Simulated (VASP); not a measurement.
Runs of VASP 6.6.1 on SrO. The structure is that of space group Fm-3m (No. 225), or close to it. The cells are those of the table. 

```tsv
task	level	spin	cell	k mesh	cutoff (eV)	smearing	grid for exact exchange (PRECFOCK)	screening parameter	gap on the mesh (eV)	pressure (GPa)
single point	RPBE	off	a = 3.717 Å, angles 60.0°, 2 atoms	9 × 9 × 9	520	fermi-dirac 0.05 eV	-	-	3.46	0.5
single point	PBE	off	a = 3.629 Å, angles 60.0°, 2 atoms	9 × 9 × 9	520	gaussian 0.023 eV	-	-	3.32	3.9
single point	PBE	off	a = 3.629 Å, angles 60.0°, 2 atoms	9 × 9 × 9	520	gaussian 0.024 eV	-	-	3.32	3.9
single point	PBE	non-collinear, zero start, SOC	a = 3.629 Å, angles 60.0°, 2 atoms	7 × 7 × 7	600	fermi-dirac 0.05 eV	-	-	-	3.8
relaxation of cell and atoms	PBEsol+D3(BJ)	off	relaxed from a = 3.629 Å, angles 60.0°, 2 atoms	9 × 9 × 9	600	fermi-dirac 0.05 eV	-	-	3.19	0.0
relaxation of cell and atoms	PBE	off	relaxed to 30 GPa from a = 3.629 Å, angles 60.0°, 2 atoms	9 × 9 × 9	600	fermi-dirac 0.05 eV	-	-	3.07	30.1
single point	PBE	off	a = 3.610 Å, angles 60.0°, 2 atoms	9 × 9 × 9	520	fermi-dirac 0.05 eV	-	-	3.31	5.6
single point	HSE06	off	a = 3.644 Å, angles 60.0°, 2 atoms	5 × 5 × 5	520	fermi-dirac 0.05 eV	Normal	0.2079 1/Å	4.94	0.6
single point	PBE0	off	a = 3.629 Å, angles 60.0°, 2 atoms	5 × 5 × 5	520	fermi-dirac 0.05 eV	Normal	-	(b)	(c)
single point	PBEsol+D4	off	a = 3.609 Å, angles 60.0°, 2 atoms	9 × 9 × 9	520	fermi-dirac 0.05 eV	-	-	3.20	(a)
single point	RPBE	off	a = 3.605 Å, angles 60.0°, 2 atoms	9 × 9 × 9	520	fermi-dirac 0.05 eV	-	-	3.42	9.2
```

Alike in all rows: potentials or basis VASP PAW PBE potentials, release 64 (Sr_sv, O).

Question: Estimate the missing entries.

Answer: (a) 0.7; (b) 5.69; (c) 1.6.

Caveats: some runs use coarse meshes; the PAW data sets were made with another functional, which shifts forces and pressure a little (some runs); the cell is relaxed towards a set pressure, so the enthalpy falls and the energy may rise (some runs).

A k mesh can miss the band edges, and rows without SOC leave out spin-orbit coupling on Sr.
